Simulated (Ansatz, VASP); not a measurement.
**Ge3N4: VASP beside Ansatz**

The input INCAR:

```
PREC = Accurate
ENCUT = 520
EDIFF = 1E-8
ISMEAR = -1
SIGMA = 0.02
LREAL = False
LASPH = True
NELM = 120
ALGO = Normal
ISIF = 2
LWAVE = False
LCHARG = False
GGA = PE
LEFG = True
NBANDS = 75
GGA_COMPAT = False
```

Contents of KPOINTS:

```
Automatic mesh
0
Gamma
  4 4 9
```

POSCAR

```
Ge3N4
1.0
    8.0509314886      0.0000000000      0.0000000000
   -4.0254657443      6.9723111933      0.0000000000
    0.0000000000      0.0000000000      3.0835213900
Ge N
6 8
Direct
    0.8291483000      0.2354845000      0.7500000000
    0.5936638000      0.8291483000      0.2500000000
    0.2354845000      0.4063362000      0.2500000000
    0.7645155000      0.5936638000      0.7500000000
    0.4063362000      0.1708517000      0.7500000000
    0.1708517000      0.7645155000      0.2500000000
    0.6666666667      0.3333333333      0.7500000000
    0.3333333333      0.6666666667      0.2500000000
    0.6696316000      0.9727169800      0.7500000000
    0.6969146200      0.6696316000      0.2500000000
    0.9727169800      0.3030853800      0.2500000000
    0.0272830200      0.6969146200      0.7500000000
    0.3303684000      0.0272830200      0.2500000000
    0.3030853800      0.3303684000      0.7500000000
```

Input for Ansatz:

```yaml
crystal:
  lattice:
    - [8.0509314886, 0.0, 0.0]
    - [-4.0254657443, 6.9723111933, 0.0]
    - [0.0, 0.0, 3.08352139]
  atoms:
    - { symbol: Ge, position: [0.8291483, 0.2354845, 0.75] }
    - { symbol: Ge, position: [0.5936638, 0.8291483, 0.25] }
    - { symbol: Ge, position: [0.2354845, 0.4063362, 0.25] }
    - { symbol: Ge, position: [0.7645155, 0.5936638, 0.75] }
    - { symbol: Ge, position: [0.4063362, 0.1708517, 0.75] }
    - { symbol: Ge, position: [0.1708517, 0.7645155, 0.25] }
    - { symbol: "N", position: [0.6666666667, 0.3333333333, 0.75] }
    - { symbol: "N", position: [0.3333333333, 0.6666666667, 0.25] }
    - { symbol: "N", position: [0.6696316, 0.97271698, 0.75] }
    - { symbol: "N", position: [0.69691462, 0.6696316, 0.25] }
    - { symbol: "N", position: [0.97271698, 0.30308538, 0.25] }
    - { symbol: "N", position: [0.02728302, 0.69691462, 0.75] }
    - { symbol: "N", position: [0.3303684, 0.02728302, 0.25] }
    - { symbol: "N", position: [0.30308538, 0.3303684, 0.75] }
kpoints:
  mp_grid: { grid: [4, 4, 9] }
scf:
  occupations: { method: fermi_dirac, width: 0.02 }
hamiltonian:
  xc: pbe
  pseudopotentials: { kind: paw }
output:
  forces: true
  stress: true
  populations: true
  efg:
    quadrupole_moments_barn: { Ge: -0.196, "N": 0.02044 }
    contact_densities: true
  write_density: true
  write_potential: true
  elf: true
  volumetric_format: npy
```

Alike in both runs: task electric field gradients; functional PBE; k mesh 4 × 4 × 9; occupations fermi-dirac, width 0.02 eV; no spin polarisation.

|  | VASP | Ansatz |
| --- | --- | --- |
| version | VASP 6.6.1 | Ansatz 0.2.0 |
| potentials or method | VASP PAW PBE potentials, release 64 (Ge_d, N) | plane-wave PAW, scalar-relativistic |
| plane-wave cutoff (eV) | 520 | 420 |
| valence electrons in the cell | 124 | 124 |

|  | VASP | Ansatz | Ansatz less VASP |
| --- | --- | --- | --- |
| gap on the k mesh at the Fermi level (eV) | 2.17 | 2.16 | -0.011 |
| pressure (GPa) | 5.1 | 5.7 | +0.58 |
| traceless stress, the component that is largest in VASP (GPa) | 0.23 | 0.28 | +0.046 |
| rms of the force components (eV/Å) | 0.021 | 0.025 | +0.0035 |
| size of Vzz on the site where it differs most (V/Å²) | 24.2 | 25.5 | +1.24 |

Atom by atom the forces differ by 0.004 eV/Å (rms over components).
